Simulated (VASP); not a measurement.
## As: single point with PBEsol-based screened hybrid with 25 % exact exchange

The system is As.

```
As
1.0
     2.67545    0.00000    0.00000
     0.00000    2.67545    0.00000
     0.00000    0.00000    2.67545
As
1
Cartesian
  1.3377 1.3377 1.3377
```

This isn't the form of As at room conditions, which is rhombohedral.

```json
{"Program": "VASP 6.6.1", "Task": "single point", "Functional": "PBEsol-based screened hybrid with 25 % exact exchange", "Potentials or basis": "VASP PAW PBE potentials, release 64 (As)", "Cutoff": "520 eV", "k mesh": "5 × 5 × 5", "Occupations": "fermi-dirac, width 0.05 eV", "Spin": "no spin polarisation"}
```

* Pressure: -0.4 GPa
* Band gap on the k mesh: zero (an odd number of electrons rules out a gap without spin polarisation)

Levels at points of the mesh, in eV from the Fermi level:
```
           k point  band 1  band 2  band 3  band 4  band 5  band 6
(0.00, 0.00, 0.00)  -17.15    4.73    4.73    4.73    8.98    8.98
```

Wall time 51 s on 1 thread of Intel Xeon 8259CL (shared host), peak memory 0.22 GiB.

Caveat: the k points lie up to 0.47 Å⁻¹ apart, too coarse for converged energies and pressures of a metal; the PAW data sets were made with another functional, which shifts forces and pressure a little.
